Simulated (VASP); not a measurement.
# Hf3Si2 (P4/mbm) in VASP: single point with PBEsol

Aim: the single point of Hf3Si2 with PBEsol.

Program: VASP 6.6.1. These are calculated values, not measurements. Logs are shortened: lines on timing, memory, paths and dates and some standing lists are left out, and cuts for length are marked.

## (1) The cell of the first run

Symmetry: P4/mbm, No. 127, tetragonal system. The conventional cell has a = 6.976 Å, b = 6.976 Å, c = 3.607 Å, α = 90.00°, β = 90.00°, γ = 90.00°. Hf (site symmetry m2m) has 6 Si at 2.69 to 2.77 Å and 11 Hf at 3.15 to 3.65 Å within 3.7 Å. Hf (site symmetry 4/m) has 4 Si at 2.76 Å and 10 Hf at 3.15 to 3.61 Å within 3.7 Å. Within 3.2 Å of Si (site symmetry m2m) lie 1 Si at 2.44 Å and 8 Hf at 2.69 to 2.77 Å.

## (2) Single point, PBEsol

POSCAR

```
Hf3Si2
1.0
    6.9764609887      0.0000000000      0.0000000000
    0.0000000000      6.9764609887      0.0000000000
    0.0000000000      0.0000000000      3.6070281186
Hf Si
6 4
Direct
    0.6738642686      0.8261357314      0.5000000000
    0.8261357314      0.3261357314      0.5000000000
    0.3261357314      0.1738642686      0.5000000000
    0.1738642686      0.6738642686      0.5000000000
    0.5000000000      0.5000000000      0.0000000000
    0.0000000000      0.0000000000      0.0000000000
    0.6238117757      0.1238117757      0.0000000000
    0.8761882243      0.6238117757      0.0000000000
    0.1238117757      0.3761882243      0.0000000000
    0.3761882243      0.8761882243      0.0000000000
```

INCAR.step1

```
PREC     = Accurate       # precision mode
ENCUT    = 520            # plane-wave cutoff, eV
EDIFF    = 1E-6           # SCF threshold, eV
ISMEAR   = 0              # smearing method
SIGMA    = 0.1            # smearing width, eV
LREAL    = F              # projectors in reciprocal space
LASPH    = T              # aspherical terms in the spheres
NELM     = 80             # most SCF steps
ALGO     = Fast           # electronic algorithm
ISIF     = 2              # what is computed and relaxed
LWAVE    = F              # write WAVECAR
LCHARG   = T              # write CHGCAR
LMAXMIX  = 4              # l up to which the mixer works
GGA      = PS             # functional
NBANDS   = 49             # bands
```

KPOINTS.step1

```
regular mesh
0
Gamma
  6 6 10
```

INCAR.step2

```
PREC     = Accurate       # precision mode
ENCUT    = 520            # plane-wave cutoff, eV
EDIFF    = 1E-6           # SCF threshold, eV
ISMEAR   = -5             # smearing method
SIGMA    = 0.1            # smearing width, eV
LREAL    = F              # projectors in reciprocal space
LASPH    = T              # aspherical terms in the spheres
NELM     = 80             # most SCF steps
ALGO     = Fast           # electronic algorithm
ISIF     = 2              # what is computed and relaxed
LWAVE    = F              # write WAVECAR
LCHARG   = F              # write CHGCAR
LMAXMIX  = 4              # l up to which the mixer works
GGA      = PS             # functional
LORBIT   = 11             # projections on sites
NEDOS    = 1001           # points of the DOS
ICHARG   = 11             # starting density
```

KPOINTS.step2

```
regular mesh
0
Gamma
  9 9 15
```

Potentials or basis: VASP PAW PBE potentials, release 64 (Hf_pv, Si).

Started as:

```bash
> cat potpaw_PBE.64/Hf_pv/POTCAR potpaw_PBE.64/Si/POTCAR > POTCAR
> cp INCAR.step1 INCAR
> cp KPOINTS.step1 KPOINTS
> mpirun -np 1 vasp_std > vasp.out
> cp INCAR.step2 INCAR
> cp KPOINTS.step2 KPOINTS
> mpirun -np 1 vasp_std > vasp.out
```

OUTCAR:

```text
PREC = Accurate
   ENCUT = 520
   EDIFF = 1E-6
   ISMEAR = -5
   LREAL = F
   LASPH = T
   NELM = 80
   ISIF = 2
   GGA = PS
   LORBIT = 11
   ICHARG = 11

 ion  position               nearest neighbor table
   1  0.674  0.826  0.500-   8 2.69   8 2.69  10 2.77   7 2.77   7 2.77  10 2.77   6 3.15   6 3.15
                             5 3.15   5 3.15   3 3.43   2 3.65   4 3.65   2 3.65   4 3.65
   2  0.826  0.326  0.500-   7 2.69   7 2.69   9 2.77   8 2.77   8 2.77   9 2.77   6 3.15   6 3.15
                             5 3.15   5 3.15   4 3.43   3 3.65   1 3.65   1 3.65   3 3.65
   3  0.326  0.174  0.500-   9 2.69   9 2.69  10 2.77   7 2.77   7 2.77  10 2.77   6 3.15   6 3.15
                             5 3.15   5 3.15   1 3.43   2 3.65   4 3.65   4 3.65   2 3.65
   4  0.174  0.674  0.500-  10 2.69  10 2.69   8 2.77   8 2.77   9 2.77   9 2.77   6 3.15   6 3.15
                             5 3.15   5 3.15   2 3.43   1 3.65   3 3.65   3 3.65   1 3.65
   5  0.500  0.500  0.000-   7 2.76   8 2.76   9 2.76  10 2.76   1 3.15   2 3.15   3 3.15   4 3.15
                             1 3.15   2 3.15   3 3.15   4 3.15
   6  0.000  0.000  0.000-   7 2.76   8 2.76   9 2.76  10 2.76   1 3.15   2 3.15   3 3.15   4 3.15
                             1 3.15   2 3.15   3 3.15   4 3.15
   7  0.624  0.124  0.000-  10 2.44   2 2.69   2 2.69   5 2.76   6 2.76   1 2.77   1 2.77   3 2.77
                             3 2.77
   8  0.876  0.624  0.000-   9 2.44   1 2.69   1 2.69   5 2.76   6 2.76   2 2.77   4 2.77   2 2.77
                             4 2.77
   9  0.124  0.376  0.000-   8 2.44   3 2.69   3 2.69   5 2.76   6 2.76   2 2.77   2 2.77   4 2.77
                             4 2.77
  10  0.376  0.876  0.000-   7 2.44   4 2.69   4 2.69   5 2.76   6 2.76   3 2.77   1 2.77   3 2.77
                             1 2.77

  LATTYP: Found a simple tetragonal cell.
 ALAT       =     6.9764609887
 C/A-ratio  =     0.5170283507

  Lattice vectors:

 A1 = (   6.9764609887,   0.0000000000,   0.0000000000)
 A2 = (   0.0000000000,   6.9764609887,   0.0000000000)
 A3 = (   0.0000000000,   0.0000000000,   3.6070281186)

Analysis of symmetry for initial positions (statically):
=====================================================================
 Subroutine PRICEL returns:
 Original cell was already a primitive cell.

 Routine SETGRP: Setting up the symmetry group for a
 simple tetragonal supercell.

 Subroutine GETGRP returns: Found 16 space group operations
 (whereof  8 operations were pure point group operations)
 out of a pool of 16 trial point group operations.

The static configuration has the point symmetry C_4h.
 The point group associated with its full space group is D_4h.

Analysis of symmetry for dynamics (positions and initial velocities):
=====================================================================
 Subroutine PRICEL returns:
 Original cell was already a primitive cell.

 Routine SETGRP: Setting up the symmetry group for a
 simple tetragonal supercell.

 Subroutine GETGRP returns: Found 16 space group operations
 (whereof  8 operations were pure point group operations)
 out of a pool of 16 trial point group operations.

The dynamic configuration has the point symmetry C_4h.
 The point group associated with its full space group is D_4h.

 Subroutine INISYM returns: Found 16 space group operations
 (whereof  8 operations are pure point group operations),
 and found     1 'primitive' translations

----------------------------------------------------------------------------------------

                                     Primitive cell

  volume of cell :     175.5577

  direct lattice vectors                    reciprocal lattice vectors
     6.976460989  0.000000000  0.000000000     0.143339152  0.000000000  0.000000000
     0.000000000  6.976460989  0.000000000     0.000000000  0.143339152  0.000000000
     0.000000000  0.000000000  3.607028119     0.000000000  0.000000000  0.277236541

  length of vectors
     6.976460989  6.976460989  3.607028119     0.143339152  0.143339152  0.277236541

  position of ions in fractional coordinates (direct lattice)
     0.673864269  0.826135731  0.500000000
     0.826135731  0.326135731  0.500000000
     0.326135731  0.173864269  0.500000000
     0.173864269  0.673864269  0.500000000
     0.500000000  0.500000000  0.000000000
     0.000000000  0.000000000  0.000000000
     0.623811776  0.123811776  0.000000000
     0.876188224  0.623811776  0.000000000
     0.123811776  0.376188224  0.000000000
     0.376188224  0.876188224  0.000000000

[... 46 lines left out ...]
  0.333333  0.000000  0.000000      4.000000
  0.444444  0.000000  0.000000      4.000000
  0.111111  0.111111  0.000000      4.000000
[... 16 lines left out ...]
  0.333333  0.111111  0.066667     16.000000
  0.444444  0.111111  0.066667     16.000000
 [... further k-points ...]
   k-points           NKPTS =    120   k-points in BZ     NKDIM =    120   number of bands    NBANDS=     45
   number of dos      NEDOS =   1001   number of ions     NIONS =     10
   total plane-waves  NPLWV =  81648
   dimension x,y,z NGX =    54 NGY =   54 NGZ =   28
   dimension x,y,z NGXF=   108 NGYF=  108 NGZF=   56
   ions per type =               6   4
   NGX,Y,Z   is equivalent  to a cutoff of  12.87, 12.87, 12.91 a.u.
   NGXF,Y,Z  is equivalent  to a cutoff of  25.74, 25.74, 25.81 a.u.
 SYSTEM =  unknown system
   PREC   = accura    normal or accurate (medium, high low for compatibility)
   ISTART =      0    job   : 0-new  1-cont  2-samecut
   ICHARG =     11    charge: 1-file 2-atom 10-const
   ISPIN  =      1    spin polarized calculation?
   LNONCOLLINEAR =      F non collinear calculations
   LSORBIT =      F    spin-orbit coupling
   LASPH  =      T    aspherical Exc in radial PAW
   ENCUT  =  520.0 eV  38.22 Ry    6.18 a.u.  12.97 12.97  6.71*2*pi/ulx,y,z
   NELM   =     80;   NELMIN=  2; NELMDL=  0     # of ELM steps
   EDIFF  = 0.1E-05   stopping-criterion for ELM
   LREAL  =      F    real-space projection
   EDIFFG = 0.1E-04   stopping-criterion for IOM
   NSW    =      0    number of steps for IOM
   IBRION =     -1    ionic relax: 0-MD 1-quasi-New 2-CG
   NFREE  =      0    steps in history (QN), initial steepest desc. (CG)
   ISIF   =      2    stress and relaxation
   ISYM   =      2    0-nonsym 1-usesym 2-fastsym
   POTIM  = 0.5000    time-step for ionic-motion
   TEBEG  =    0.0;   TEEND  =   0.0 temperature during run
   PSTRESS=    0.0 pullay stress
   NELECT =      76.0000    total number of electrons
   NUPDOWN=      -1.0000    fix difference up-down
   EMIN   =  10.00;   EMAX   =-10.00  energy-range for DOS
   EFERMI =   0.00;   METHOD = LEGACY
   ISMEAR =    -5;   SIGMA  =   0.10  broadening in eV -4-tet -1-fermi 0-gaus
   EFERMI_NEDOS =   21; number of points for ismear=-14 and -15
   IALGO  =     68    algorithm
   IMIX   =      4    mixing-type and parameters
     AMIX     =   0.40;   BMIX     =  1.00
     AMIX_MAG =   1.60;   BMIX_MAG =  1.00
  volume/ion in A,a.u.               =      17.56       118.47
  Fermi-wavevector in a.u.,A,eV,Ry     =   1.238434  2.340300 20.867498  1.533718
  Thomas-Fermi vector in A             =   2.372959
   LORBIT       =     11    0 simple, 1 ext, 2 COOP (PROOUT), +10 PAW based schemes
   GGA     = PS    functional components
   LHFCALC =     F    Hartree Fock is set to
   AEXX    =    0.0000 exact exchange contribution
   IVDW    =     0    specifies the selected vdW correction
   LEPSILON=     F    determine dielectric tensor
   LRPA    =     F    only Hartree local field effects (RPA)
 non-spin polarized calculation
 RMM-DIIS sequential band-by-band and
 Fermi weights with tetrahedron method with Bloechl corrections
  energy-cutoff  :      520.00
  volume of cell :      175.56
 maximum number of plane-waves:      4762
 NGX is ok and might be reduce to    54

 number of electron      76.0000009 magnetization

 Free energy of the ion-electron system (eV)
  ---------------------------------------------------
  ext. energy  EPLUGINS =         0.00000000
  ---------------------------------------------------
  free energy    TOTEN  =       -94.67925806 eV

  energy without entropy =      -94.67925806  energy(sigma->0) =      -94.67925806

 E-fermi :   6.5662     XC(G=0): -11.7345

 val. band max:        6.6406566491   @ k =   0.0000   0.0000   0.4000
 cond. band min:       6.5288731946   @ k =   0.0000   0.0000   0.0000
 fundamental gap:     -0.1117834545
 Fermi energy:         6.5662268159

 k-point     1 :       0.0000    0.0000    0.0000
  band No.  band energies     occupation
      1     -23.7167      2.00000
      2     -23.7167      2.00000
      3     -23.6720      2.00000
      4     -23.5785      2.00000
      5     -23.5506      2.00000
      6     -23.5108      2.00000
[... 1141 lines left out ...]
     44       8.7086      0.00000
     45       8.9013      0.00000

 [... further k-points ...]

------------------------ aborting loop because EDIFF is reached ----------------------------------------

  FORCE on cell =-STRESS in cart. coord.  units (eV):
  Direction    XX          YY          ZZ          XY          YZ          ZX
  --------------------------------------------------------------------------------------
  -------------------------------------------------------------------------------------
  Total       -0.1188012     -0.1188012      0.0687033      0.0000000      0.0000000     -0.0000000
  in kB       -1.0842052     -1.0842052      0.6270012      0.0000000      0.0000000     -0.0000000
  external PRESSURE =      -0.5138031 kB  Pullay stress =       0.0000000 kB

 VOLUME and BASIS-vectors are now :
 -----------------------------------------------------------------------------
  energy-cutoff  :      520.00
  volume of cell :      175.56
      direct lattice vectors                 reciprocal lattice vectors
     6.976460989  0.000000000  0.000000000     0.143339152  0.000000000  0.000000000
     0.000000000  6.976460989  0.000000000     0.000000000  0.143339152  0.000000000
     0.000000000  0.000000000  3.607028119     0.000000000  0.000000000  0.277236541

 POSITION                                       TOTAL-FORCE (eV/Angst)
 -----------------------------------------------------------------------------------
      4.70119      5.76350      1.80351        -0.005613      0.005613     -0.000000
      5.76350      2.27527      1.80351         0.005613      0.005613     -0.000000
      2.27527      1.21296      1.80351         0.005613     -0.005613      0.000000
      1.21296      4.70119      1.80351        -0.005613     -0.005613      0.000000
      3.48823      3.48823      0.00000        -0.000000     -0.000000      0.000000
      0.00000      0.00000      0.00000        -0.000000     -0.000000      0.000000
      4.35200      0.86377      0.00000        -0.001843     -0.001843     -0.000000
      6.11269      4.35200      0.00000         0.001843     -0.001843     -0.000000
      0.86377      2.62446      0.00000        -0.001843      0.001843      0.000000
      2.62446      6.11269      0.00000         0.001843      0.001843      0.000000
 -----------------------------------------------------------------------------------
    total drift:                                0.000000     -0.000000      0.000000

  FREE ENERGIE OF THE ION-ELECTRON SYSTEM (eV)
  ---------------------------------------------------
  free  energy   TOTEN  =       -94.6792580556 eV

  energy  without entropy=      -94.6792580556  energy(sigma->0) =      -94.67925806

 total charge

# of ion       s       p       d       tot
------------------------------------------
    1        0.310   6.459   1.699   8.468
    2        0.310   6.459   1.699   8.468
    3        0.310   6.459   1.699   8.468
    4        0.310   6.459   1.699   8.468
    5        0.337   6.469   1.655   8.461
    6        0.337   6.469   1.655   8.461
    7        0.752   0.979   0.000   1.730
    8        0.752   0.979   0.000   1.730
    9        0.752   0.979   0.000   1.730
   10        0.752   0.979   0.000   1.730
--------------------------------------------------
tot          4.922  42.688  10.106  57.716
```

Wall time 14 min (1 thread of Intel Xeon 6975P-C (Granite Rapids), shared host); peak memory 0.75 GiB.

Results:

* Valence electrons inside the program's atomic spheres: Hf 8.47, 8.46 (each value once); Si 1.73

Levels at points of the mesh, in eV from the Fermi level:
| k point | band 34 | band 35 | band 36 | band 37 | band 38 | band 39 | band 40 | band 41 | band 42 | band 43 |
| --- | --- | --- | --- | --- | --- | --- | --- | --- | --- | --- |
| (0.00, 0.00, 0.00) | -0.62 | -0.62 | -0.42 | -0.26 | -0.04 | 1.05 | 1.29 | 1.60 | 1.60 | 1.89 |

Caveat: the PAW data sets were made with another functional, which shifts forces and pressure a little; spin-orbit coupling is left out, which moves the levels of the heavy elements; tetrahedron occupations give inexact forces and stress in metals.
